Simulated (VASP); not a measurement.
Wanted: the native input for a VASP 6.6.1 run.

- Task: single point
- Functional: r2SCAN
- Potentials or basis: VASP PAW PBE potentials, release 64 (W_sv)
- Cutoff: 520 eV
- k mesh: 30 × 30 × 30
- Occupations: gaussian, width 0.15 eV
- Spin: no spin polarisation
- Dipole correction: no
- Further INCAR settings: ALGO = Normal; EDIFF = 1e-07; NBANDS = 13

W:

```
W
1.0
    -1.77828    1.77828    1.25724
     1.77828   -1.77828    1.25724
     1.77828    1.77828   -1.25724
W
1
Direct
  0.00000 0.00000 0.00000
```

This cell differs from its parent crystal: ratio of the length along z to the lengths across it x 0.707, volume and fractional coordinates fixed.

One way to write it, as run:

POSCAR

```
W
1.0
   -1.7782763043      1.7782763043      1.2572413472
    1.7782763043     -1.7782763043      1.2572413472
    1.7782763043      1.7782763043     -1.2572413472
W
1
Direct
    0.0000000000      0.0000000000      0.0000000000
```

INCAR.step1

```
ALGO = Normal
EDIFF = 1E-4
ENCUT = 520
GGA = PE
ISMEAR = 0
LASPH = True
LCHARG = False
LREAL = False
LUSENCCL = False
LWAVE = True
NBANDS = 13
NELM = 60
PREC = Accurate
SIGMA = 0.15
```

INCAR.step2

```
ALGO = Normal
EDIFF = 1E-7
ENCUT = 520
ISIF = 2
ISMEAR = 0
ISTART = 1
LASPH = True
LCHARG = False
LMIXTAU = True
LREAL = False
LUSENCCL = False
LWAVE = False
METAGGA = R2SCAN
NBANDS = 13
NELM = 60
PREC = Accurate
SIGMA = 0.15
```

KPOINTS

```
k-points
0
Gamma
  30 30 30
```

Potentials or basis: VASP PAW PBE potentials, release 64 (W_sv).

Command:

```bash
$ cat potpaw_PBE.64/W_sv/POTCAR > POTCAR
$ cp INCAR.step1 INCAR
$ mpirun -np 1 vasp_std > vasp.out
$ cp INCAR.step2 INCAR
$ mpirun -np 1 vasp_std > vasp.out
```

It gave:

```yaml
Pressure: 19.9 GPa
Band_gap_on_the_k_mesh: zero (bands 7 and 8 overlap by 7.48 eV)
```

Caveat: the cell stands under pressure; the PAW data sets were made with another functional, which shifts forces and pressure a little; spin-orbit coupling is left out, which moves the levels of the heavy elements.

It used 1400 s of CPU time on 1 × NVIDIA H100 80GB with 1 thread of AMD EPYC 7R13 Processor (Zen 3) (shared host).
